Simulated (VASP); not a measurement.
# Ti4C in VASP: further runs

Runs on Ti4C. Level: PBE. Tasks: relaxation of the atoms.

All numbers are computed with VASP 6.6.1; they aren't measurements. Logs are shortened: lines on timing, memory, paths and dates and some standing lists are left out, and cuts for length are marked.

## Step 1: The cell of the first run

The cell holds a slab with vacuum, 5 atoms: a = 2.938 Å, b = 2.938 Å, c = 22.405 Å, α = 90.00°, β = 90.00°, γ = 120.00°.

## Step 2: Relaxation of the atoms, PBE

The input, INCAR:

```
SYSTEM = Ti4C
  ALGO = Normal
  DIPOL = 0.5 0.5 0.382
  EDIFF = 1E-6
  EDIFFG = -0.025
  ENCUT = 520
  GGA = PE
  IBRION = 2
  IDIPOL = 3
  ISIF = 2
  ISMEAR = 0
  KPAR = 4
  LASPH = .True.
  LCHARG = .False.
  LDIPOL = .True.
  LREAL = .False.
  LWAVE = .False.
  NELM = 80
  NSW = 36
  PREC = Accurate
  SIGMA = 0.1
```

The input, KPOINTS:

```
k-points
0
Gamma
  9 9 1
  0 0 0
```

The input, POSCAR:

```
Ti4C
1.0
    2.9384580613      0.0000000000      0.0000000000
   -1.4692290307      2.5447793290      0.0000000000
    0.0000000000      0.0000000000     22.4046135985
Ti C
4 1
Selective dynamics
Direct
    0.6666666667      0.3333333333      0.1785346568  F F F
    0.3333333333      0.6666666667      0.2823220753  F F F
    0.6666666667      0.3333333333      0.3901862329  F F F
    0.3333333333      0.6666666667      0.4867128616  F F F
    0.3333333333      0.8333333333      0.5728558336  F F T
```

Potentials or basis: VASP PAW PBE potentials, release 64 (Ti_sv, C).

The run is started by

```console
$ cat potpaw_PBE.64/Ti_sv/POTCAR potpaw_PBE.64/C/POTCAR > POTCAR
$ mpirun -np 4 vasp_std > vasp.out
```

OUTCAR:

```text
SYSTEM = Ti4C
   EDIFF = 1E-6
   EDIFFG = -0.025
   ENCUT = 520
   GGA = PE
   IBRION = 2
   ISIF = 2
   ISMEAR = 0
   LASPH = .True.
   LREAL = .False.
   NELM = 80
   NSW = 36
   PREC = Accurate

 ion  position               nearest neighbor table
   1  0.667  0.333  0.179-   2 2.88   2 2.88   2 2.88
   2  0.333  0.667  0.282-   1 2.88   1 2.88   1 2.88
   3  0.667  0.333  0.390-   4 2.75   4 2.75   4 2.75
   4  0.333  0.667  0.487-   5 1.99   3 2.75   3 2.75   3 2.75
   5  0.333  0.833  0.573-   4 1.99

  LATTYP: Found a hexagonal cell.
 ALAT       =     2.9384580613
 C/A-ratio  =     7.6246157444

  Lattice vectors:

 A1 = (   2.9384580613,   0.0000000000,   0.0000000000)
 A2 = (  -1.4692290307,   2.5447793290,   0.0000000000)
 A3 = (   0.0000000000,   0.0000000000,  22.4046135985)

Analysis of symmetry for initial positions (statically):
=====================================================================
 Subroutine PRICEL returns:
 Original cell was already a primitive cell.

 Routine SETGRP: Setting up the symmetry group for a
 hexagonal supercell.

 Subroutine GETGRP returns: Found  1 space group operations
 (whereof  1 operations were pure point group operations)
 out of a pool of 24 trial point group operations.

The static configuration has the point symmetry C_1 .

Analysis of symmetry for dynamics (positions and initial velocities):
=====================================================================
 Subroutine PRICEL returns:
 Original cell was already a primitive cell.

 Routine SETGRP: Setting up the symmetry group for a
 hexagonal supercell.

 Subroutine GETGRP returns: Found  1 space group operations
 (whereof  1 operations were pure point group operations)
 out of a pool of 24 trial point group operations.

The dynamic configuration has the point symmetry C_1 .

Analysis of constrained symmetry for selective dynamics:
=====================================================================
 Subroutine PRICEL returns:
 Original cell was already a primitive cell.

 Routine SETGRP: Setting up the symmetry group for a
 hexagonal supercell.

 Subroutine GETGRP returns: Found  1 space group operations
 (whereof  1 operations were pure point group operations)
 out of a pool of 24 trial point group operations.

The constrained configuration has the point symmetry C_1 .

 Subroutine INISYM returns: Found  1 space group operations
 (whereof  1 operations are pure point group operations),
 and found     1 'primitive' translations

----------------------------------------------------------------------------------------

                                     Primitive cell

  volume of cell :     167.5356

  direct lattice vectors                    reciprocal lattice vectors
     2.938458061  0.000000000  0.000000000     0.340314539  0.196480691  0.000000000
    -1.469229031  2.544779329  0.000000000     0.000000000  0.392961381  0.000000000
     0.000000000  0.000000000 22.404613598     0.000000000  0.000000000  0.044633664

  length of vectors
     2.938458061  2.938458061 22.404613598     0.392961381  0.392961381  0.044633664

  position of ions in fractional coordinates (direct lattice)
     0.666666667  0.333333333  0.178534657
     0.333333333  0.666666667  0.282322075
     0.666666667  0.333333333  0.390186233
     0.333333333  0.666666667  0.486712862
     0.333333333  0.833333333  0.572855834

  ion indices of the primitive-cell ions
   primitive index   ion index
                 1           1
                 2           2
                 3           3
                 4           4
                 5           5

----------------------------------------------------------------------------------------

 KPOINTS: k-points

Automatic generation of k-mesh.
 Grid dimensions read from file:
 generate k-points for:    9    9    1

 Generating k-lattice:

  Cartesian coordinates                     Fractional coordinates (reciprocal lattice)
     0.037812727  0.021831188  0.000000000     0.111111111  0.000000000  0.000000000
     0.000000000  0.043662376  0.000000000     0.000000000  0.111111111  0.000000000
     0.000000000  0.000000000  0.044633664     0.000000000  0.000000000  1.000000000

  Length of vectors
     0.043662376  0.043662376  0.044633664

  Shift w.r.t. Gamma in fractional coordinates (k-lattice)
     0.000000000  0.000000000  0.000000000

 Subroutine IBZKPT returns following result:
 ===========================================

 Found     41 irreducible k-points:

 Following reciprocal coordinates:
            Coordinates               Weight
  0.000000  0.000000  0.000000      1.000000
  0.111111 -0.000000  0.000000      2.000000
  0.000000  0.111111  0.000000      2.000000
 -0.111111  0.111111  0.000000      2.000000
  0.222222  0.000000  0.000000      2.000000
  0.000000  0.222222  0.000000      2.000000
[... 16 lines left out ...]
  0.333333  0.111111  0.000000      2.000000
 -0.111111  0.444444  0.000000      2.000000
 [... further k-points ...]
   k-points           NKPTS =     41   k-points in BZ     NKDIM =     41   number of bands    NBANDS=     31
   number of dos      NEDOS =    301   number of ions     NIONS =      5
   total plane-waves  NPLWV =  96768
   dimension x,y,z NGX =    24 NGY =   24 NGZ =  168
   dimension x,y,z NGXF=    48 NGYF=   48 NGZF=  336
   ions per type =               4   1
   NGX,Y,Z   is equivalent  to a cutoff of  13.58, 13.58, 12.47 a.u.
   NGXF,Y,Z  is equivalent  to a cutoff of  27.16, 27.16, 24.93 a.u.
 SYSTEM =  Ti4C
   PREC   = accura    normal or accurate (medium, high low for compatibility)
   ISTART =      0    job   : 0-new  1-cont  2-samecut
   ICHARG =      2    charge: 1-file 2-atom 10-const
   ISPIN  =      1    spin polarized calculation?
   LNONCOLLINEAR =      F non collinear calculations
   LSORBIT =      F    spin-orbit coupling
   LASPH  =      T    aspherical Exc in radial PAW
   ENCUT  =  520.0 eV  38.22 Ry    6.18 a.u.   5.46  5.46 41.66*2*pi/ulx,y,z
   NELM   =     80;   NELMIN=  2; NELMDL= -5     # of ELM steps
   EDIFF  = 0.1E-05   stopping-criterion for ELM
   LREAL  =      F    real-space projection
   EDIFFG = -.3E-01   stopping-criterion for IOM
   NSW    =     36    number of steps for IOM
   IBRION =      2    ionic relax: 0-MD 1-quasi-New 2-CG
   NFREE  =      1    steps in history (QN), initial steepest desc. (CG)
   ISIF   =      2    stress and relaxation
   ISYM   =      2    0-nonsym 1-usesym 2-fastsym
   POTIM  = 0.5000    time-step for ionic-motion
   TEBEG  =    0.0;   TEEND  =   0.0 temperature during run
   PSTRESS=    0.0 pullay stress
   NELECT =      52.0000    total number of electrons
   NUPDOWN=      -1.0000    fix difference up-down
   EMIN   =  10.00;   EMAX   =-10.00  energy-range for DOS
   EFERMI =   0.00;   METHOD = LEGACY
   ISMEAR =     0;   SIGMA  =   0.10  broadening in eV -4-tet -1-fermi 0-gaus
   EFERMI_NEDOS =   21; number of points for ismear=-14 and -15
   IALGO  =     38    algorithm
   IMIX   =      4    mixing-type and parameters
     AMIX     =   0.40;   BMIX     =  1.00
     AMIX_MAG =   1.60;   BMIX_MAG =  1.00
  volume/ion in A,a.u.               =      33.51       226.12
  Fermi-wavevector in a.u.,A,eV,Ry     =   1.108427  2.094622 16.716246  1.228609
  Thomas-Fermi vector in A             =   2.244954
   LORBIT       =      0    0 simple, 1 ext, 2 COOP (PROOUT), +10 PAW based schemes
   GGA     = PE    functional components
   LHFCALC =     F    Hartree Fock is set to
   AEXX    =    0.0000 exact exchange contribution
   IVDW    =     0    specifies the selected vdW correction
   LEPSILON=     F    determine dielectric tensor
   LRPA    =     F    only Hartree local field effects (RPA)
 conjugate gradient relaxation of ions
 non-spin polarized calculation
 Gauss-broadening in eV      SIGMA  =   0.10
  energy-cutoff  :      520.00
  volume of cell :      167.54
 maximum number of plane-waves:      4595
 NGX is ok and might be reduce to    24
   NGX = 11   NGY = 11   NGZ = 83

 dipolmoment           0.000000      0.000000     -0.017705 electrons x Angstroem

--------------------------------------- Ionic step        1  -------------------------------------------

 number of electron      51.9999992 magnetization

 Free energy of the ion-electron system (eV)
  ---------------------------------------------------
  ext. energy  EPLUGINS =         0.00000000
  ---------------------------------------------------
  free energy    TOTEN  =       -34.64430135 eV

  energy without entropy =      -34.59191052  energy(sigma->0) =      -34.61810593

------------------------ aborting loop because EDIFF is reached ----------------------------------------

  FORCE on cell =-STRESS in cart. coord.  units (eV):
  Direction    XX          YY          ZZ          XY          YZ          ZX
  --------------------------------------------------------------------------------------
  -------------------------------------------------------------------------------------
  Total       -2.6947633     -1.7123348     -1.4771321      0.1845935      0.9383903     -0.3192624
  in kB      -25.7705759    -16.3754104    -14.1261183      1.7653059      8.9740194     -3.0531718
  external PRESSURE =     -18.7573682 kB  Pullay stress =       0.0000000 kB
[... 63 lines left out ...]
  energy  without entropy=      -34.6076823122  energy(sigma->0) =      -34.63403557

--------------------------------------- Ionic step        3  -------------------------------------------

 number of electron      51.9999992 magnetization

 dipolmoment           0.000000      0.000000      0.109256 electrons x Angstroem

 Free energy of the ion-electron system (eV)
  ---------------------------------------------------
  ext. energy  EPLUGINS =         0.00000000
  ---------------------------------------------------
  free energy    TOTEN  =       -34.66669529 eV

  energy without entropy =      -34.61383467  energy(sigma->0) =      -34.64026498

 E-fermi :   0.5788     XC(G=0):  -6.2599

 val. band max:        0.5744254669   @ k =  -0.4444   0.3333   0.0000
 cond. band min:       0.5798359218   @ k =  -0.2222   0.4444   0.0000
 fundamental gap:      0.0054104549
 Fermi energy:         0.5787636319

 k-point     1 :       0.0000    0.0000    0.0000
  band No.  band energies     occupation
      1     -56.3943      2.00000
      2     -56.2054      2.00000
      3     -56.0882      2.00000
      4     -55.6947      2.00000
      5     -32.8122      2.00000
      6     -32.5531      2.00000
[... 805 lines left out ...]
     30       1.3546      0.00000
     31       1.5288      0.00000

 [... further k-points ...]

------------------------ aborting loop because EDIFF is reached ----------------------------------------

 vacuum level on the upper side and lower side of the slab       (xc-potential included)         1.059        -1.542

  FORCE on cell =-STRESS in cart. coord.  units (eV):
  Direction    XX          YY          ZZ          XY          YZ          ZX
  --------------------------------------------------------------------------------------
  -------------------------------------------------------------------------------------
  Total       -2.5624595     -1.3826121     -0.1426395      0.1602087      1.3423361     -0.5258063
  in kB      -24.5053273    -13.2222044     -1.3640909      1.5321089     12.8370363     -5.0283934
  external PRESSURE =     -13.0305408 kB  Pullay stress =       0.0000000 kB

 VOLUME and BASIS-vectors are now :
 -----------------------------------------------------------------------------
  energy-cutoff  :      520.00
  volume of cell :      167.54
      direct lattice vectors                 reciprocal lattice vectors
     2.938458061  0.000000000  0.000000000     0.340314539  0.196480691  0.000000000
    -1.469229031  2.544779329  0.000000000     0.000000000  0.392961381  0.000000000
     0.000000000  0.000000000 22.404613598     0.000000000  0.000000000  0.044633664
[... 11 lines left out ...]
  FREE ENERGIE OF THE ION-ELECTRON SYSTEM (eV)
  ---------------------------------------------------
  free  energy   TOTEN  =       -34.6666952924 eV

  energy  without entropy=      -34.6138346746  energy(sigma->0) =      -34.64026498

 reached required accuracy - stopping structural energy minimisation

 vacuum level on the upper side and lower side of the slab         7.475         4.788
```

Wall time 6.9 min (4 MPI ranks of Intel Xeon Platinum 8375C at 2.90GHz (Ice Lake), shared host); peak memory 0.41 GiB.

Results:

| Property | Result |
| --- | --- |
| Free energy | -34.6667 eV |
| Energy gained by relaxing | 4.5 meV/atom |
| Ionic steps | 3 |
| Band gap on the k mesh | zero (bands 26 and 27 overlap by 1.00 eV) |

Step by step:
| step | energy change (eV) | largest force on free atoms (eV/Å) | pressure (GPa) |
| --- | --- | --- | --- |
| 1 | 0.0000 | 0.6534 | -1.88 |
| 2 | -0.0161 | 0.3621 | -1.62 |
| 3 | -0.0224 | 0.0107 | -1.30 |

Final structure:
```cif
data_structure
_symmetry_space_group_name_H-M 'P 1'
_symmetry_Int_Tables_number 1
_cell_length_a 2.9385
_cell_length_b 2.9385
_cell_length_c 22.4046
_cell_angle_alpha 90.000
_cell_angle_beta 90.000
_cell_angle_gamma 120.000
_cell_volume 167.54
loop_
_atom_site_label
_atom_site_type_symbol
_atom_site_fract_x
_atom_site_fract_y
_atom_site_fract_z
_atom_site_occupancy
Ti1 Ti 0.66667 0.33333 0.17853 1
Ti2 Ti 0.33333 0.66667 0.28232 1
Ti3 Ti 0.66667 0.33333 0.39019 1
Ti4 Ti 0.33333 0.66667 0.48671 1
C1 C 0.33333 0.83333 0.56988 1
```

## Step 3: Relaxation of the atoms, PBE

The input, INCAR:

```
ALGO = Fast
DIPOL = 0.5 0.5 0.381
EDIFF = 1E-6
EDIFFG = -0.025
ENCUT = 520
GGA = PE
IBRION = 2
IDIPOL = 3
ISIF = 2
ISMEAR = 0
KPAR = 4
LASPH = True
LCHARG = False
LDIPOL = True
LREAL = False
LWAVE = False
NELM = 100
NSW = 36
PREC = Accurate
SIGMA = 0.1
```

The input, KPOINTS:

```
k-points
0
Gamma
  9 9 1
```

POSCAR, as its differences from that of step 2:

```diff
@@ -13,2 +13,2 @@
     0.3333333333      0.6666666667      0.4867128616  F F F
-    0.3333333333      0.8333333333      0.5728558336  F F T
+    0.3333333333      1.0000000000      0.5657144473  F F T
```

Potentials or basis: VASP PAW PBE potentials, release 64 (Ti_sv, C).

The run is started by

```console
$ cat potpaw_PBE.64/Ti_sv/POTCAR potpaw_PBE.64/C/POTCAR > POTCAR
$ mpirun -np 4 vasp_std > vasp.out
```

Wall time 21 min (4 MPI ranks of Oxide Virtual Turin-like, shared host); peak memory 0.42 GiB.

The run converged. Its results:

| Item | Value |
| --- | --- |
| Free energy | -35.4413 eV |
| Energy gained by relaxing | 45.1 meV/atom |
| Ionic steps | 5 |
| Band gap on the k mesh | zero (bands 26 and 27 overlap by 0.99 eV) |

The path:
| step | energy change (eV) | largest force on free atoms (eV/Å) | pressure (GPa) |
| --- | --- | --- | --- |
| 1 | 0.0000 | 1.6153 | -2.32 |
| 2 | -0.1137 | 1.2658 | -1.77 |
| 3 | -0.2248 | 0.1342 | -0.48 |
| 4 | -0.2256 | 0.0529 | -0.30 |
| 5 | -0.2257 | 0.0016 | -0.35 |

Final structure:
```
CELL_PARAMETERS angstrom
2.93846 0.00000 0.00000
-1.46923 2.54478 0.00000
0.00000 0.00000 22.40461
ATOMIC_POSITIONS crystal
Ti 0.66667 0.33333 0.17853
Ti 0.33333 0.66667 0.28232
Ti 0.66667 0.33333 0.39019
Ti 0.33333 0.66667 0.48671
C 0.33333 0.00000 0.55516
```

Levels at points of the mesh, in eV from the Fermi level:
```tsv
k point	band 22	band 23	band 24	band 25	band 26	band 27	band 28	band 29	band 30	band 31
(0.00, 0.00, 0.00)	-0.52	-0.15	0.30	0.34	0.59	0.68	0.73	0.75	0.81	0.88
```
